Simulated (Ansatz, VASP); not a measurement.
## SnC3 in VASP and in Ansatz

```
C Sn
1.0
     1.56695    0.90468    5.17135
    -1.56695    0.90468    5.17135
     0.00000   -1.80936    5.17135
C Sn
3 1
Direct
  0.01426 0.01426 0.01426
  0.47755 0.47755 0.47755
  0.38333 0.38333 0.38333
  0.87486 0.87486 0.87486
```

Alike in both runs: task single point; functional r2SCAN; k mesh 10 × 10 × 10; occupations fermi-dirac, width 0.02 eV; no spin polarisation.

|  | VASP | Ansatz |
| --- | --- | --- |
| version | VASP 6.6.1 | Ansatz 0.2.0 |
| potentials or method | VASP PAW PBE potentials, release 64 (C, Sn_d) | plane waves, PAW |
| plane-wave cutoff (eV) | 520 | 500 |
| valence electrons in the cell | 26 | 26 |

```csv
,VASP,Ansatz,Ansatz less VASP
pressure (GPa),0.4,0.0,-0.41
"traceless stress, the component that is largest in VASP (GPa)",-0.06,-0.04,+0.021
rms of the force components (eV/Å),0.016,0.005,-0.0111
```

VASP's potentials were made for PBE, not for r2SCAN. Atom by atom the forces differ by 0.021 eV/Å (rms over components).
